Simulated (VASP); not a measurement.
# Rh (Fm-3m) in VASP: notebook

The runs below take Rh through single point, with RPBE.

Program: VASP 6.6.1. These are calculated values, not measurements. Logs are shortened: lines on timing, memory, paths and dates and some standing lists are left out, and cuts for length are marked.

### Step 1. The cell of the first run

The structure is cubic, space group Fm-3m (No. 225). The conventional cell has a = 3.905 Å, b = 3.905 Å, c = 3.905 Å, α = 90.00°, β = 90.00°, γ = 90.00°. Rh (site symmetry m-3m) has 12 Rh at 2.76 Å within 3.6 Å.

### Step 2. Single point, RPBE, collinear spin, ferromagnetic start (14.88 Å³/atom)

INCAR

```
SYSTEM = Rh
PREC = Accurate
ENCUT = 520
EDIFF = 1E-6
ISMEAR = -1
SIGMA = 0.05
LREAL = .False.
LASPH = .True.
NELM = 150
ALGO = Normal
ISIF = 2
LWAVE = .False.
LCHARG = .False.
ISPIN = 2
MAGMOM = 1
LORBIT = 11
LMAXMIX = 4
GGA = RP
NBANDS = 18
```

KPOINTS

```
Automatic mesh
0
Gamma
  23 23 23
  0 0 0
```

POSCAR

```
Rh
1.0
    0.0000000000      1.9523765737      1.9523765737
    1.9523765737      0.0000000000      1.9523765737
    1.9523765737      1.9523765737      0.0000000000
Rh
1
Direct
    0.0000000000      0.0000000000      0.0000000000
```

Potentials or basis: VASP PAW PBE potentials, release 64 (Rh_pv).

The run is started by

```sh
$ cat potpaw_PBE.64/Rh_pv/POTCAR > POTCAR
$ mpirun -np 1 vasp_std > vasp.out
```

OUTCAR:

```text
SYSTEM = Rh
   PREC = Accurate
   ENCUT = 520
   EDIFF = 1E-6
   ISMEAR = -1
   LREAL = .False.
   LASPH = .True.
   NELM = 150
   ISIF = 2
   ISPIN = 2
   LORBIT = 11
   GGA = RP

 ion  position               nearest neighbor table
   1  0.000  0.000  0.000-

  LATTYP: Found a face centered cubic cell.
 ALAT       =     3.9047531474

  Lattice vectors:

 A1 = (   0.0000000000,   1.9523765737,   1.9523765737)
 A2 = (   1.9523765737,   0.0000000000,   1.9523765737)
 A3 = (   1.9523765737,   1.9523765737,   0.0000000000)

Analysis of symmetry for initial positions (statically):
=====================================================================
 Subroutine PRICEL returns:
 Original cell was already a primitive cell.

 Routine SETGRP: Setting up the symmetry group for a
 face centered cubic supercell.

 Subroutine GETGRP returns: Found 48 space group operations
 (whereof 48 operations were pure point group operations)
 out of a pool of 48 trial point group operations.

The static configuration has the point symmetry O_h .

Analysis of symmetry for dynamics (positions and initial velocities):
=====================================================================
 Subroutine PRICEL returns:
 Original cell was already a primitive cell.

 Routine SETGRP: Setting up the symmetry group for a
 face centered cubic supercell.

 Subroutine GETGRP returns: Found 48 space group operations
 (whereof 48 operations were pure point group operations)
 out of a pool of 48 trial point group operations.

The dynamic configuration has the point symmetry O_h .

Analysis of structural, dynamic, and magnetic symmetry:
=====================================================================
 Subroutine PRICEL returns:
 Original cell was already a primitive cell.

 Routine SETGRP: Setting up the symmetry group for a
 face centered cubic supercell.

 Subroutine GETGRP returns: Found 48 space group operations
 (whereof 48 operations were pure point group operations)
 out of a pool of 48 trial point group operations.

The overall configuration has the point symmetry O_h .

 Subroutine INISYM returns: Found 48 space group operations
 (whereof 48 operations are pure point group operations),
 and found     1 'primitive' translations

----------------------------------------------------------------------------------------

                                     Primitive cell

  volume of cell :      14.8840

  direct lattice vectors                    reciprocal lattice vectors
     0.000000000  1.952376574  1.952376574    -0.256098135  0.256098135  0.256098135
     1.952376574  0.000000000  1.952376574     0.256098135 -0.256098135  0.256098135
     1.952376574  1.952376574  0.000000000     0.256098135  0.256098135 -0.256098135

  length of vectors
     2.761077429  2.761077429  2.761077429     0.443574982  0.443574982  0.443574982

  position of ions in fractional coordinates (direct lattice)
     0.000000000  0.000000000  0.000000000

  ion indices of the primitive-cell ions
   primitive index   ion index
                 1           1

----------------------------------------------------------------------------------------

 KPOINTS: Automatic mesh

Automatic generation of k-mesh.
 Grid dimensions read from file:
 generate k-points for:   23   23   23

 Generating k-lattice:

  Cartesian coordinates                     Fractional coordinates (reciprocal lattice)
    -0.011134702  0.011134702  0.011134702     0.043478261  0.000000000  0.000000000
     0.011134702 -0.011134702  0.011134702     0.000000000  0.043478261  0.000000000
     0.011134702  0.011134702 -0.011134702     0.000000000  0.000000000  0.043478261

  Length of vectors
     0.019285869  0.019285869  0.019285869

  Shift w.r.t. Gamma in fractional coordinates (k-lattice)
     0.000000000  0.000000000  0.000000000

 Subroutine IBZKPT returns following result:
 ===========================================

 Found    364 irreducible k-points:

 Following reciprocal coordinates:
            Coordinates               Weight
  0.000000  0.000000  0.000000      1.000000
  0.043478  0.000000  0.000000      8.000000
  0.086957  0.000000  0.000000      8.000000
  0.130435  0.000000  0.000000      8.000000
  0.173913  0.000000  0.000000      8.000000
  0.217391  0.000000  0.000000      8.000000
[... 16 lines left out ...]
  0.478261  0.043478  0.000000     24.000000
 -0.478261  0.043478  0.000000     24.000000
 [... further k-points ...]
   k-points           NKPTS =    364   k-points in BZ     NKDIM =    364   number of bands    NBANDS=     18
   number of dos      NEDOS =    301   number of ions     NIONS =      1
   total plane-waves  NPLWV =  13824
   dimension x,y,z NGX =    24 NGY =   24 NGZ =   24
   dimension x,y,z NGXF=    48 NGYF=   48 NGZF=   48
   ions per type =               1
   NGX,Y,Z   is equivalent  to a cutoff of  14.45, 14.45, 14.45 a.u.
   NGXF,Y,Z  is equivalent  to a cutoff of  28.90, 28.90, 28.90 a.u.
 SYSTEM =  Rh
   PREC   = accura    normal or accurate (medium, high low for compatibility)
   ISTART =      0    job   : 0-new  1-cont  2-samecut
   ICHARG =      2    charge: 1-file 2-atom 10-const
   ISPIN  =      2    spin polarized calculation?
   LNONCOLLINEAR =      F non collinear calculations
   LSORBIT =      F    spin-orbit coupling
   LASPH  =      T    aspherical Exc in radial PAW
   ENCUT  =  520.0 eV  38.22 Ry    6.18 a.u.   5.13  5.13  5.13*2*pi/ulx,y,z
   NELM   =    150;   NELMIN=  2; NELMDL= -5     # of ELM steps
   EDIFF  = 0.1E-05   stopping-criterion for ELM
   LREAL  =      F    real-space projection
   EDIFFG = 0.1E-04   stopping-criterion for IOM
   NSW    =      0    number of steps for IOM
   IBRION =     -1    ionic relax: 0-MD 1-quasi-New 2-CG
   NFREE  =      0    steps in history (QN), initial steepest desc. (CG)
   ISIF   =      2    stress and relaxation
   ISYM   =      2    0-nonsym 1-usesym 2-fastsym
   POTIM  = 0.5000    time-step for ionic-motion
   TEBEG  =    0.0;   TEEND  =   0.0 temperature during run
   PSTRESS=    0.0 pullay stress
   NELECT =      15.0000    total number of electrons
   NUPDOWN=      -1.0000    fix difference up-down
   EMIN   =  10.00;   EMAX   =-10.00  energy-range for DOS
   EFERMI =   0.00;   METHOD = LEGACY
   ISMEAR =    -1;   SIGMA  =   0.05  broadening in eV -4-tet -1-fermi 0-gaus
   EFERMI_NEDOS =   21; number of points for ismear=-14 and -15
   IALGO  =     38    algorithm
   IMIX   =      4    mixing-type and parameters
     AMIX     =   0.40;   BMIX     =  1.00
     AMIX_MAG =   1.60;   BMIX_MAG =  1.00
  volume/ion in A,a.u.               =      14.88       100.44
  Fermi-wavevector in a.u.,A,eV,Ry     =   1.641339  3.101681 36.654017  2.693994
  Thomas-Fermi vector in A             =   2.731826
   LORBIT       =     11    0 simple, 1 ext, 2 COOP (PROOUT), +10 PAW based schemes
   GGA     = RP    functional components
   LHFCALC =     F    Hartree Fock is set to
   AEXX    =    0.0000 exact exchange contribution
   IVDW    =     0    specifies the selected vdW correction
   LEPSILON=     F    determine dielectric tensor
   LRPA    =     F    only Hartree local field effects (RPA)
 spin polarized calculation
  energy-cutoff  :      520.00
  volume of cell :       14.88
 maximum number of plane-waves:       415
 NGX is ok and might be reduce to    24
   NGX = 11   NGY = 11   NGZ = 11

 number of electron      15.0000000 magnetization      -0.0009285

 number of electron      15.0000000 magnetization       0.0003538

 Free energy of the ion-electron system (eV)
  ---------------------------------------------------
  ext. energy  EPLUGINS =         0.00000000
  ---------------------------------------------------
  free energy    TOTEN  =        -6.60681756 eV

  energy without entropy =       -6.59463144  energy(sigma->0) =       -6.60072450

 E-fermi :  10.5885     XC(G=0): -13.4218

 val. band max:       10.5870828422   @ k =   0.3913   0.2174   0.0435
 cond. band min:      10.6095058925   @ k =  -0.3043   0.0435   0.0000
 fundamental gap:      0.0224230503
 Fermi energy:        10.5884643493

 spin component 1

 k-point     1 :       0.0000    0.0000    0.0000
  band No.  band energies     occupation
      1     -35.6512      1.00000
      2     -35.6512      1.00000
      3     -35.6512      1.00000
      4       3.2487      1.00000
      5       7.8811      1.00000
      6       7.8811      1.00000
[... 10 lines left out ...]
     17      41.3327      0.00000
     18      41.3327      0.00000

 k-point     2 :       0.0435    0.0000    0.0000
  band No.  band energies     occupation
      1     -35.6618      1.00000
      2     -35.6527      1.00000
      3     -35.6527      1.00000
      4       3.3197      1.00000
      5       7.8512      1.00000
      6       7.9081      1.00000
[... 10 lines left out ...]
     17      41.1272      0.00000
     18      41.1272      0.00000

 k-point     3 :       0.0870    0.0000    0.0000
  band No.  band energies     occupation
      1     -35.6926      1.00000
      2     -35.6569      1.00000
      3     -35.6569      1.00000
      4       3.5279      1.00000
      5       7.7702      1.00000
      6       7.9829      1.00000
[... 10 lines left out ...]
     17      40.5145      0.00000
     18      40.5145      0.00000

 k-point     4 :       0.1304    0.0000    0.0000
  band No.  band energies     occupation
      1     -35.7412      1.00000
      2     -35.6637      1.00000
      3     -35.6637      1.00000
      4       3.8566      1.00000
      5       7.6648      1.00000
      6       8.0853      1.00000
[... 375 lines left out ...]
      4       5.2248      1.00000
      5       7.8248      1.00000
      6       7.9308      1.00000
[... 10 lines left out ...]
     17      40.1253      0.00000
     18      46.3691      0.00000

 k-point    23 :       0.4783    0.0435    0.0000
  band No.  band energies     occupation
      1     -36.1941      1.00000
      2     -35.7337      1.00000
      3     -35.7316      1.00000
      4       5.1890      1.00000
      5       7.7807      1.00000
      6       7.8787      1.00000
[... 10 lines left out ...]
     17      41.1725      0.00000
     18      47.0322      0.00000

 k-point    24 :      -0.4783    0.0435    0.0000
  band No.  band energies     occupation
      1     -36.2007      1.00000
      2     -35.7366      1.00000
      3     -35.7306      1.00000
      4       5.1794      1.00000
      5       7.7742      1.00000
      6       7.8602      1.00000
[... 10 lines left out ...]
     17      41.5183      0.00000
     18      47.6638      0.00000

 [... further k-points ...]

 spin component 2

 k-point     1 :       0.0000    0.0000    0.0000
  band No.  band energies     occupation
      1     -35.6508      1.00000
      2     -35.6508      1.00000
      3     -35.6508      1.00000
      4       3.2486      1.00000
      5       7.8813      1.00000
      6       7.8813      1.00000
[... 10 lines left out ...]
     17      41.3328      0.00000
     18      41.3328      0.00000

 k-point     2 :       0.0435    0.0000    0.0000
  band No.  band energies     occupation
      1     -35.6614      1.00000
      2     -35.6523      1.00000
      3     -35.6523      1.00000
      4       3.3197      1.00000
      5       7.8514      1.00000
      6       7.9083      1.00000
[... 10 lines left out ...]
     17      41.1273      0.00000
     18      41.1273      0.00000

 k-point     3 :       0.0870    0.0000    0.0000
  band No.  band energies     occupation
      1     -35.6922      1.00000
      2     -35.6565      1.00000
      3     -35.6565      1.00000
      4       3.5279      1.00000
      5       7.7704      1.00000
      6       7.9831      1.00000
[... 10 lines left out ...]
     17      40.5146      0.00000
     18      40.5146      0.00000

 k-point     4 :       0.1304    0.0000    0.0000
  band No.  band energies     occupation
      1     -35.7408      1.00000
      2     -35.6633      1.00000
      3     -35.6633      1.00000
      4       3.8565      1.00000
      5       7.6650      1.00000
      6       8.0855      1.00000
[... 375 lines left out ...]
      4       5.2249      1.00000
      5       7.8251      1.00000
      6       7.9310      1.00000
[... 10 lines left out ...]
     17      40.1253      0.00000
     18      46.3691      0.00000

 k-point    23 :       0.4783    0.0435    0.0000
  band No.  band energies     occupation
      1     -36.1938      1.00000
      2     -35.7333      1.00000
      3     -35.7311      1.00000
      4       5.1891      1.00000
      5       7.7810      1.00000
      6       7.8790      1.00000
[... 10 lines left out ...]
     17      41.1725      0.00000
     18      47.0323      0.00000

 k-point    24 :      -0.4783    0.0435    0.0000
  band No.  band energies     occupation
      1     -36.2003      1.00000
      2     -35.7362      1.00000
      3     -35.7302      1.00000
      4       5.1795      1.00000
      5       7.7745      1.00000
      6       7.8605      1.00000
[... 10 lines left out ...]
     17      41.5183      0.00000
     18      47.6634      0.00000

 [... further k-points ...]

------------------------ aborting loop because EDIFF is reached ----------------------------------------

  FORCE on cell =-STRESS in cart. coord.  units (eV):
  Direction    XX          YY          ZZ          XY          YZ          ZX
  --------------------------------------------------------------------------------------
  -------------------------------------------------------------------------------------
  Total       -0.7740727     -0.7740727     -0.7740727      0.0000000     -0.0000000      0.0000000
  in kB      -83.3242860    -83.3242860    -83.3242860      0.0000000     -0.0000000      0.0000000
  external PRESSURE =     -83.3242860 kB  Pullay stress =       0.0000000 kB

 VOLUME and BASIS-vectors are now :
 -----------------------------------------------------------------------------
  energy-cutoff  :      520.00
  volume of cell :       14.88
      direct lattice vectors                 reciprocal lattice vectors
     0.000000000  1.952376574  1.952376574    -0.256098135  0.256098135  0.256098135
     1.952376574  0.000000000  1.952376574     0.256098135 -0.256098135  0.256098135
     1.952376574  1.952376574  0.000000000     0.256098135  0.256098135 -0.256098135

 POSITION                                       TOTAL-FORCE (eV/Angst)
 -----------------------------------------------------------------------------------
      0.00000      0.00000      0.00000         0.000000      0.000000     -0.000000
 -----------------------------------------------------------------------------------
    total drift:                               -0.000000      0.000000     -0.000000

  FREE ENERGIE OF THE ION-ELECTRON SYSTEM (eV)
  ---------------------------------------------------
  free  energy   TOTEN  =        -6.6068175560 eV

  energy  without entropy=       -6.5946314391  energy(sigma->0) =       -6.60072450

 total charge

# of ion       s       p       d       tot
------------------------------------------
    1        0.384   6.251   7.028  13.663

 magnetization (x)

# of ion       s       p       d       tot
------------------------------------------
    1       -0.000  -0.000   0.000   0.000
```

Run time: 64 s. Hardware: 1 thread of Intel Xeon 6975P-C (Granite Rapids), shared host; peak memory 0.26 GiB.

What came out:

| Property | Result |
| --- | --- |
| Free energy | -6.6068 eV |
| Pressure | -8.3 GPa |
| Net moment | 0.00 μB per cell |
| Valence electrons inside the program's atomic spheres | Rh 13.66 |

Levels at points of the mesh, in eV from the Fermi level:
Spin up:
| k point | band 5 | band 6 | band 7 | band 8 | band 9 | band 10 |
| --- | --- | --- | --- | --- | --- | --- |
| (0.00, 0.00, 0.00) | -2.71 | -2.71 | -2.71 | -0.88 | -0.88 | 16.03 |
Spin down:
| k point | band 3 | band 4 | band 5 | band 6 | band 7 | band 8 | band 9 | band 10 | band 11 | band 12 |
| --- | --- | --- | --- | --- | --- | --- | --- | --- | --- | --- |
| (0.00, 0.00, 0.00) | -46.24 | -7.34 | -2.71 | -2.71 | -2.71 | -0.88 | -0.88 | 16.03 | 20.85 | 21.07 |

Caveat: the cell stands under tension; the PAW data sets were made with another functional, which shifts forces and pressure a little.

### Step 3. Single point, RPBE, collinear spin, ferromagnetic start (15.46 Å³/atom)

This run uses another cell than the first one, of 15.46 Å³/atom.

INCAR

```
SYSTEM = Rh
  PREC = Accurate
  ENCUT = 520
  EDIFF = 1E-6
  ISMEAR = -1
  SIGMA = 0.05
  LREAL = .False.
  LASPH = .True.
  NELM = 150
  ALGO = Normal
  ISIF = 2
  LWAVE = .False.
  LCHARG = .False.
  ISPIN = 2
  MAGMOM = 1
  LORBIT = 11
  LMAXMIX = 4
  GGA = RP
  NBANDS = 18
```

KPOINTS

```
regular mesh
0
Gamma
  23 23 23
  0 0 0
```

POSCAR

```
Rh
1.0
    0.0000000000      1.9770928251      1.9770928251
    1.9770928251      0.0000000000      1.9770928251
    1.9770928251      1.9770928251      0.0000000000
Rh
1
Direct
    0.0000000000      0.0000000000      0.0000000000
```

Potentials or basis: VASP PAW PBE potentials, release 64 (Rh_pv).

The run is started by

```sh
$ cat potpaw_PBE.64/Rh_pv/POTCAR > POTCAR
$ mpirun -np 1 vasp_std > vasp.out
```

Run time: 61 s. Hardware: 1 thread of Intel Xeon 6975P-C (Granite Rapids), shared host; peak memory 0.26 GiB.

Results (log left out):

```
Free energy                                           : -6.5654 eV
Pressure                                              : -14.8 GPa
Net moment                                            : 0.00 μB per cell
Valence electrons inside the program's atomic spheres : Rh 13.61
```

Levels at points of the mesh, in eV from the Fermi level:
Spin up:
```csv
k point,band 4,band 5,band 6,band 7,band 8,band 9,band 10,band 11
"(0.00, 0.00, 0.00)",-7.07,-2.55,-2.55,-2.55,-0.83,-0.83,16.02,20.86
```
Spin down:
```
           k point  band 4  band 5  band 6  band 7  band 8  band 9  band 10  band 11
(0.00, 0.00, 0.00)   -7.07   -2.55   -2.55   -2.55   -0.83   -0.83    16.02    20.86
```

Caveat: the cell stands under tension; the PAW data sets were made with another functional, which shifts forces and pressure a little.

### Step 4. Single point, RPBE, collinear spin, ferromagnetic start (16.03 Å³/atom)

This run uses another cell than the first one, of 16.03 Å³/atom.

INCAR

```
SYSTEM = Rh
PREC = Accurate
ENCUT = 520
EDIFF = 1E-6
ISMEAR = -1
SIGMA = 0.05
LREAL = .False.
LASPH = .True.
NELM = 150
ALGO = Normal
ISIF = 2
LWAVE = .False.
LCHARG = .False.
ISPIN = 2
MAGMOM = 1
LORBIT = 11
LMAXMIX = 4
GGA = RP
NBANDS = 18
```

KPOINTS

```
Automatic mesh
0
Gamma
  23 23 23
  0 0 0
```

POSCAR

```
Rh
1.0
    0.0000000000      2.0012060897      2.0012060897
    2.0012060897      0.0000000000      2.0012060897
    2.0012060897      2.0012060897      0.0000000000
Rh
1
Direct
    0.0000000000      0.0000000000      0.0000000000
```

The run is started by

```sh
$ cat potpaw_PBE.64/Rh_pv/POTCAR > POTCAR
$ mpirun -np 1 vasp_std > vasp.out
```

Run time: 60 s. Hardware: 1 thread of Intel Xeon 6975P-C (Granite Rapids), shared host; peak memory 0.27 GiB.

It converged, with:

```
Free energy                                           : -6.5035 eV
Pressure                                              : -19.8 GPa
Net moment                                            : 0.00 μB per cell
Valence electrons inside the program's atomic spheres : Rh 13.56
```

Levels at points of the mesh, in eV from the Fermi level:
Spin up:
```tsv
k point	band 3	band 4	band 5	band 6	band 7	band 8	band 9	band 10	band 11	band 12
(0.00, 0.00, 0.00)	-46.11	-6.82	-2.41	-2.41	-2.41	-0.79	-0.79	16.00	20.64	20.64
```
Spin down:
```tsv
k point	band 3	band 4	band 5	band 6	band 7	band 8	band 9	band 10	band 11	band 12
(0.00, 0.00, 0.00)	-46.11	-6.82	-2.41	-2.41	-2.41	-0.79	-0.79	16.00	20.64	20.64
```

Caveat: the cell stands under tension; the PAW data sets were made with another functional, which shifts forces and pressure a little.

### Step 5. The runs side by side

| cell | gap on the mesh (eV) | pressure (GPa) | moment (μB) |
| --- | --- | --- | --- |
| a = 2.761 Å, angles 60.0°, 1 atom | none | -8.3 | 0.00 |
| a = 2.796 Å, angles 60.0°, 1 atom | none | -14.8 | 0.00 |
| a = 2.830 Å, angles 60.0°, 1 atom | none | -19.8 | 0.00 |

Alike in all rows: task single point; level RPBE; potentials or basis VASP PAW PBE potentials, release 64 (Rh_pv); spin collinear, ferromagnetic start; k mesh 23 × 23 × 23; cutoff (eV) 520; smearing fermi-dirac 0.05 eV.

Caveats: the cell stands under tension; the PAW data sets were made with another functional, which shifts forces and pressure a little.

Absolute energies hang on the potentials; compare differences alone.
